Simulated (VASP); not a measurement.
# Sb in VASP: a series of runs

Runs on Sb. Level: PBEsol. Tasks: single point.

Everything below comes from runs of VASP 6.6.1. Logs are shortened: lines on timing, memory, paths and dates and some standing lists are left out, and cuts for length are marked.

**1. The cell of the first run**

Symmetry: R-3m, No. 166, trigonal system. Conventional cell: a = 4.491 Å, b = 4.491 Å, c = 5.419 Å, α = 90.00°, β = 90.00°, γ = 120.00°. Sb (site symmetry -3m) has 6 Sb at 3.16 Å within 4.2 Å.

**2. Single point, PBEsol (equal xy, yz and zx shear strains of -1 %)**

Contents of INCAR:

```
SYSTEM = Sb
PREC = Accurate ; ENCUT = 520
EDIFF = 1E-6 ; ISMEAR = -1
SIGMA = 0.05 ; LREAL = .False.
LASPH = .True. ; NELM = 80
ALGO = Normal ; ISIF = 2
LWAVE = .False. ; LCHARG = .True.
GGA = PS ; LELF = .True.
LVHAR = .True. ; NBANDS = 8
```

Contents of KPOINTS:

```
Automatic mesh
0
Gamma
  13 13 13
  0 0 0
```

Contents of POSCAR:

```
Sb
1.0
    3.1600000000     -0.0158000000     -0.0158000000
   -0.0158000000      3.1600000000     -0.0158000000
   -0.0158000000     -0.0158000000      3.1600000000
Sb
1
Direct
    0.0000000000      0.0000000000      0.0000000000
```

Potentials or basis: VASP PAW PBE potentials, release 64 (Sb).

Started as:

```sh
$ cat potpaw_PBE.64/Sb/POTCAR > POTCAR
$ mpirun -np 1 vasp_std > vasp.out
```

OUTCAR:

```text
SYSTEM = Sb
   PREC = Accurate
   ENCUT = 520
   EDIFF = 1E-6
   ISMEAR = -1
   LREAL = .False.
   LASPH = .True.
   NELM = 80
   ISIF = 2
   GGA = PS

 ion  position               nearest neighbor table
   1  0.000  0.000  0.000-

  LATTYP: Found a trigonal (rhomboedric) cell.
 ALAT       =     3.1600789990
 COS(alpha) =    -0.0099745013

  Lattice vectors:

 A1 = (   3.1600000000,  -0.0158000000,  -0.0158000000)
 A2 = (  -0.0158000000,   3.1600000000,  -0.0158000000)
 A3 = (  -0.0158000000,  -0.0158000000,   3.1600000000)

Analysis of symmetry for initial positions (statically):
=====================================================================
 Subroutine PRICEL returns:
 Original cell was already a primitive cell.

 Routine SETGRP: Setting up the symmetry group for a
 trigonal (rhombohedral) supercell.

 Subroutine GETGRP returns: Found 12 space group operations
 (whereof 12 operations were pure point group operations)
 out of a pool of 12 trial point group operations.

The static configuration has the point symmetry D_3d.

Analysis of symmetry for dynamics (positions and initial velocities):
=====================================================================
 Subroutine PRICEL returns:
 Original cell was already a primitive cell.

 Routine SETGRP: Setting up the symmetry group for a
 trigonal (rhombohedral) supercell.

 Subroutine GETGRP returns: Found 12 space group operations
 (whereof 12 operations were pure point group operations)
 out of a pool of 12 trial point group operations.

The dynamic configuration has the point symmetry D_3d.

 Subroutine INISYM returns: Found 12 space group operations
 (whereof 12 operations are pure point group operations),
 and found     1 'primitive' translations

----------------------------------------------------------------------------------------

                                     Primitive cell

  volume of cell :      31.5521

  direct lattice vectors                    reciprocal lattice vectors
     3.160000000 -0.015800000 -0.015800000     0.316471599  0.001590310  0.001590310
    -0.015800000  3.160000000 -0.015800000     0.001590310  0.316471599  0.001590310
    -0.015800000 -0.015800000  3.160000000     0.001590310  0.001590310  0.316471599

  length of vectors
     3.160078999  3.160078999  3.160078999     0.316479591  0.316479591  0.316479591

  position of ions in fractional coordinates (direct lattice)
     0.000000000  0.000000000  0.000000000

  ion indices of the primitive-cell ions
   primitive index   ion index
                 1           1

----------------------------------------------------------------------------------------

 KPOINTS: Automatic mesh

Automatic generation of k-mesh.
 Grid dimensions read from file:
 generate k-points for:   13   13   13

 Generating k-lattice:

  Cartesian coordinates                     Fractional coordinates (reciprocal lattice)
     0.024343969  0.000122332  0.000122332     0.076923077 -0.000000000  0.000000000
     0.000122332  0.024343969  0.000122332    -0.000000000  0.076923077  0.000000000
     0.000122332  0.000122332  0.024343969     0.000000000  0.000000000  0.076923077

  Length of vectors
     0.024344584  0.024344584  0.024344584

  Shift w.r.t. Gamma in fractional coordinates (k-lattice)
     0.000000000  0.000000000  0.000000000

 Subroutine IBZKPT returns following result:
 ===========================================

 Found    231 irreducible k-points:

 Following reciprocal coordinates:
            Coordinates               Weight
  0.000000  0.000000  0.000000      1.000000
  0.076923 -0.000000 -0.000000      6.000000
  0.153846 -0.000000 -0.000000      6.000000
  0.230769 -0.000000 -0.000000      6.000000
  0.307692 -0.000000 -0.000000      6.000000
  0.384615  0.000000  0.000000      6.000000
[... 16 lines left out ...]
  0.384615  0.153846  0.000000     12.000000
  0.461538  0.153846 -0.000000     12.000000
 [... further k-points ...]
   k-points           NKPTS =    231   k-points in BZ     NKDIM =    231   number of bands    NBANDS=      8
   number of dos      NEDOS =    301   number of ions     NIONS =      1
   total plane-waves  NPLWV =  13824
   dimension x,y,z NGX =    24 NGY =   24 NGZ =   24
   dimension x,y,z NGXF=    48 NGYF=   48 NGZF=   48
   ions per type =               1
   NGX,Y,Z   is equivalent  to a cutoff of  12.63, 12.63, 12.63 a.u.
   NGXF,Y,Z  is equivalent  to a cutoff of  25.25, 25.25, 25.25 a.u.
 SYSTEM =  Sb
   PREC   = accura    normal or accurate (medium, high low for compatibility)
   ISTART =      0    job   : 0-new  1-cont  2-samecut
   ICHARG =      2    charge: 1-file 2-atom 10-const
   ISPIN  =      1    spin polarized calculation?
   LNONCOLLINEAR =      F non collinear calculations
   LSORBIT =      F    spin-orbit coupling
   LASPH  =      T    aspherical Exc in radial PAW
   ENCUT  =  520.0 eV  38.22 Ry    6.18 a.u.   5.88  5.88  5.88*2*pi/ulx,y,z
   NELM   =     80;   NELMIN=  2; NELMDL= -5     # of ELM steps
   EDIFF  = 0.1E-05   stopping-criterion for ELM
   LREAL  =      F    real-space projection
   EDIFFG = 0.1E-04   stopping-criterion for IOM
   NSW    =      0    number of steps for IOM
   IBRION =     -1    ionic relax: 0-MD 1-quasi-New 2-CG
   NFREE  =      0    steps in history (QN), initial steepest desc. (CG)
   ISIF   =      2    stress and relaxation
   ISYM   =      2    0-nonsym 1-usesym 2-fastsym
   POTIM  = 0.5000    time-step for ionic-motion
   TEBEG  =    0.0;   TEEND  =   0.0 temperature during run
   PSTRESS=    0.0 pullay stress
   NELECT =       5.0000    total number of electrons
   NUPDOWN=      -1.0000    fix difference up-down
   EMIN   =  10.00;   EMAX   =-10.00  energy-range for DOS
[... 5 lines left out ...]
     AMIX     =   0.40;   BMIX     =  1.00
     AMIX_MAG =   1.60;   BMIX_MAG =  1.00
  volume/ion in A,a.u.               =      31.55       212.92
  Fermi-wavevector in a.u.,A,eV,Ry     =   0.885908  1.674123 10.678302  0.784833
  Thomas-Fermi vector in A             =   2.007004
   LORBIT       =      0    0 simple, 1 ext, 2 COOP (PROOUT), +10 PAW based schemes
   GGA     = PS    functional components
   LHFCALC =     F    Hartree Fock is set to
   AEXX    =    0.0000 exact exchange contribution
   IVDW    =     0    specifies the selected vdW correction
   LEPSILON=     F    determine dielectric tensor
   LRPA    =     F    only Hartree local field effects (RPA)
 non-spin polarized calculation
  energy-cutoff  :      520.00
  volume of cell :       31.55
 maximum number of plane-waves:       876
   NGX = 11   NGY = 11   NGZ = 11

 number of electron       5.0000001 magnetization

 Free energy of the ion-electron system (eV)
  ---------------------------------------------------
  ext. energy  EPLUGINS =         0.00000000
  ---------------------------------------------------
  free energy    TOTEN  =        -4.50129182 eV

  energy without entropy =       -4.49845021  energy(sigma->0) =       -4.49987102

 E-fermi :   6.3457     XC(G=0):  -9.5201

 val. band max:        6.3451437155   @ k =  -0.3077   0.2308   0.1538
 cond. band min:       6.3529360688   @ k =  -0.3846   0.3077   0.3077
 fundamental gap:      0.0077923533
 Fermi energy:         6.3456995813

 k-point     1 :       0.0000    0.0000    0.0000
  band No.  band energies     occupation
      1      -5.6828      2.00000
      2       9.3744      0.00000
      3       9.4410      0.00000
      4       9.4410      0.00000
      5      13.1953      0.00000
      6      13.1953      0.00000
      7      14.0963      0.00000
      8      23.6842      0.00000

 k-point     2 :       0.0769   -0.0000   -0.0000
  band No.  band energies     occupation
      1      -5.6019      2.00000
      2       8.4208      0.00000
      3       9.4756      0.00000
      4       9.5193      0.00000
      5      13.2620      0.00000
      6      13.6969      0.00000
      7      14.7821      0.00000
      8      22.8863      0.00000

 k-point     3 :       0.1538   -0.0000   -0.0000
  band No.  band energies     occupation
      1      -5.3625      2.00000
      2       6.6501      0.00453
      3       9.7028      0.00000
      4       9.7471      0.00000
      5      13.4605      0.00000
      6      14.0354      0.00000
      7      16.7680      0.00000
      8      21.5666      0.00000

 k-point     4 :       0.2308   -0.0000   -0.0000
  band No.  band energies     occupation
      1      -4.9761      2.00000
      2       4.8706      2.00000
      3      10.0560      0.00000
      4      10.1007      0.00000
      5      13.7853      0.00000
      6      14.4252      0.00000
      7      18.9510      0.00000
      8      20.2702      0.00000

 k-point     5 :       0.3077   -0.0000   -0.0000
  band No.  band energies     occupation
      1      -4.4725      2.00000
      2       3.2706      2.00000
      3      10.4870      0.00000
      4      10.5322      0.00000
      5      14.2204      0.00000
      6      14.9525      0.00000
      7      19.0648      0.00000
      8      19.0981      0.00000
[... 177 lines left out ...]
 k-point    22 :       0.3077    0.1538   -0.0000
  band No.  band energies     occupation
      1      -4.1419      2.00000
      2       3.5552      2.00000
      3       7.7511      0.00000
      4      10.8238      0.00000
      5      14.7204      0.00000
      6      15.6015      0.00000
      7      18.1261      0.00000
      8      19.3250      0.00000

 k-point    23 :       0.3846    0.1538    0.0000
  band No.  band energies     occupation
      1      -3.5954      2.00000
      2       2.2661      2.00000
      3       8.2355      0.00000
      4      11.2459      0.00000
      5      14.2767      0.00000
      6      15.5837      0.00000
      7      18.2124      0.00000
      8      18.4357      0.00000

 k-point    24 :       0.4615    0.1538   -0.0000
  band No.  band energies     occupation
      1      -3.1918      2.00000
      2       1.4895      2.00000
      3       8.5975      0.00000
      4      11.5206      0.00000
      5      13.6432      0.00000
      6      16.1118      0.00000
      7      17.6963      0.00000
      8      17.9112      0.00000

 [... further k-points ...]
[... 5 lines left out ...]
  --------------------------------------------------------------------------------------
  -------------------------------------------------------------------------------------
  Total       -0.9605895     -0.9605895     -0.9605895      0.0271612      0.0271612      0.0271612
  in kB      -48.7775342    -48.7775342    -48.7775342      1.3792135      1.3792135      1.3792135
  external PRESSURE =     -48.7775342 kB  Pullay stress =       0.0000000 kB

 VOLUME and BASIS-vectors are now :
 -----------------------------------------------------------------------------
  energy-cutoff  :      520.00
  volume of cell :       31.55
      direct lattice vectors                 reciprocal lattice vectors
     3.160000000 -0.015800000 -0.015800000     0.316471599  0.001590310  0.001590310
    -0.015800000  3.160000000 -0.015800000     0.001590310  0.316471599  0.001590310
    -0.015800000 -0.015800000  3.160000000     0.001590310  0.001590310  0.316471599

 POSITION                                       TOTAL-FORCE (eV/Angst)
 -----------------------------------------------------------------------------------
      0.00000      0.00000      0.00000         0.000000     -0.000000      0.000000
 -----------------------------------------------------------------------------------
    total drift:                               -0.000000      0.000000      0.000000

  FREE ENERGIE OF THE ION-ELECTRON SYSTEM (eV)
  ---------------------------------------------------
  free  energy   TOTEN  =        -4.5012918177 eV

  energy  without entropy=       -4.4984502130  energy(sigma->0) =       -4.49987102
```

Wall time 23 s (1 thread of Intel Xeon Platinum 8259CL at 2.50GHz (Skylake/Cascade Lake), shared host); peak memory 0.18 GiB.

What came out:

| Property | Result |
| --- | --- |
| Free energy | -4.5013 eV |
| Pressure | -4.9 GPa |

Caveat: the cell differs from its parent crystal (equal xy, yz and zx shear strains of -1 %); the PAW data sets were made with another functional, which shifts forces and pressure a little; spin-orbit coupling is left out, which moves the levels of the heavy elements.

**3. Single point, PBEsol (equal xy, yz and zx shear strains of +2 %)**

Contents of INCAR:

```
SYSTEM = Sb
PREC = Accurate ; ENCUT = 520
EDIFF = 1E-6 ; ISMEAR = -1
SIGMA = 0.05 ; LREAL = .False.
LASPH = .True. ; NELM = 80
ALGO = Normal ; ISIF = 2
LWAVE = .False. ; LCHARG = .False.
GGA = PS ; NBANDS = 8
```

KPOINTS is that of step 2.

Contents of POSCAR:

```
Sb
1.0
    3.1600000000      0.0316000000      0.0316000000
    0.0316000000      3.1600000000      0.0316000000
    0.0316000000      0.0316000000      3.1600000000
Sb
1
Direct
    0.0000000000      0.0000000000      0.0000000000
```

Potentials or basis: VASP PAW PBE potentials, release 64 (Sb).

Started as:

```sh
$ cat potpaw_PBE.64/Sb/POTCAR > POTCAR
$ mpirun -np 1 vasp_std > vasp.out
```

Run time: 21 s. Hardware: 1 thread of Intel Xeon Platinum 8259CL at 2.50GHz (Skylake/Cascade Lake), shared host; peak memory 0.17 GiB.

Results (log left out):

```yaml
Free_energy: -4.5000 eV
Pressure: -4.9 GPa
```

Stress tensor (GPa, compression positive):
```
-4.87 -0.34 -0.34
-0.34 -4.87 -0.34
-0.34 -0.34 -4.87
```

Levels at points of the mesh, in eV from the Fermi level:
| k point | band 1 | band 2 | band 3 | band 4 | band 5 | band 6 | band 7 | band 8 |
| --- | --- | --- | --- | --- | --- | --- | --- | --- |
| (0.00, 0.00, 0.00) | -12.03 | 3.04 | 3.04 | 3.17 | 6.86 | 6.86 | 7.76 | 17.30 |

Caveat: the cell differs from its parent crystal (equal xy, yz and zx shear strains of +2 %); the PAW data sets were made with another functional, which shifts forces and pressure a little; spin-orbit coupling is left out, which moves the levels of the heavy elements.

**4. Single point, PBEsol (zz strain of -2 %)**

Contents of INCAR:

```
SYSTEM = Sb
  PREC = Accurate
  ENCUT = 520
  EDIFF = 1E-7
  ISMEAR = -1
  SIGMA = 0.05
  LREAL = .FALSE.
  LASPH = .TRUE.
  NELM = 80
  ALGO = Normal
  ISIF = 2
  LWAVE = .FALSE.
  LCHARG = .FALSE.
  GGA = PS
  NBANDS = 8
```

Contents of KPOINTS:

```
Automatic mesh
0
G
  13 13 13
  0 0 0
```

Contents of POSCAR:

```
Sb
1.0
    3.1600000000      0.0000000000      0.0000000000
    0.0000000000      3.1600000000      0.0000000000
    0.0000000000      0.0000000000      3.0968000000
Sb
1
Direct
    0.0000000000      0.0000000000      0.0000000000
```

Started as:

```sh
$ cat potpaw_PBE.64/Sb/POTCAR > POTCAR
$ mpirun -np 1 vasp_std > vasp.out
```

Wall time 16 s (1 thread of Intel Xeon 6975P-C, shared host); peak memory 0.17 GiB.

The run converged. Its results:

- Free energy: -4.5153 eV
- Pressure: -4.0 GPa

Stress tensor (GPa, compression positive):
```
-4.96  0.00  0.00
 0.00 -4.96  0.00
 0.00  0.00 -1.95
```

Levels at points of the mesh, in eV from the Fermi level:
```
           k point  band 1  band 2  band 3  band 4  band 5  band 6  band 7
(0.00, 0.00, 0.00)  -12.18    2.94    2.94    3.49    6.74    6.91    7.95
```

Caveat: the cell differs from its parent crystal (zz strain of -2 %); the PAW data sets were made with another functional, which shifts forces and pressure a little; spin-orbit coupling is left out, which moves the levels of the heavy elements.

**5. Single point, PBEsol (equal xx and yy strain of +3 %)**

Contents of INCAR:

```
  PREC = Accurate
  ENCUT = 520
  EDIFF = 1E-6
  ISMEAR = -1
  SIGMA = 0.05
  LREAL = False
  LASPH = True
  NELM = 60
  ALGO = Normal
  ISIF = 2
  LWAVE = False
  LCHARG = False
  GGA = PS
  NBANDS = 8
```

Contents of KPOINTS:

```
Automatic mesh
0
Gamma
  13 13 13
```

Contents of POSCAR:

```
Sb
1.0
    3.2548000000      0.0000000000      0.0000000000
    0.0000000000      3.2548000000      0.0000000000
    0.0000000000      0.0000000000      3.1600000000
Sb
1
Direct
    0.0000000000      0.0000000000      0.0000000000
```

Started as:

```sh
$ cat potpaw_PBE.64/Sb/POTCAR > POTCAR
$ mpirun -np 1 vasp_std > vasp.out
```

It took 35 s on 1 thread of AMD EPYC 7R43 (Zen 3), shared host; peak memory 0.14 GiB.

Results (log left out):

```
Free energy : -4.4237 eV
Pressure    : -6.8 GPa
```

Stress tensor (GPa, compression positive):
```
-7.85  0.00  0.00
 0.00 -7.85  0.00
 0.00  0.00 -4.71
```

Levels at points of the mesh, in eV from the Fermi level:
| k point | band 1 | band 2 | band 3 | band 4 | band 5 | band 6 |
| --- | --- | --- | --- | --- | --- | --- |
| (0.00, 0.00, 0.00) | -11.61 | 2.69 | 2.69 | 3.44 | 6.64 | 6.77 |

Caveat: the cell differs from its parent crystal (equal xx and yy strain of +3 %); the PAW data sets were made with another functional, which shifts forces and pressure a little; spin-orbit coupling is left out, which moves the levels of the heavy elements.

**6. Overview**

```tsv
cell	gap on the mesh (eV)	pressure (GPa)
a = 3.160 Å, angles 90.6°, 1 atom	none	-4.9
a = 3.160 Å, angles 88.8°, 1 atom	none	-4.9
a = 3.160, b = 3.160, c = 3.097 Å, 1 atom	none	-4.0
a = 3.255, b = 3.255, c = 3.160 Å, 1 atom	none	-6.8
```

Alike in all rows: task single point; level PBEsol; potentials or basis VASP PAW PBE potentials, release 64 (Sb); no spin polarisation; k mesh 13 × 13 × 13; cutoff (eV) 520; smearing fermi-dirac 0.05 eV.

Caveats: the PAW data sets were made with another functional, which shifts forces and pressure a little; spin-orbit coupling is left out, which moves the levels of the heavy elements.

Absolute energies hang on the potentials; compare differences alone.
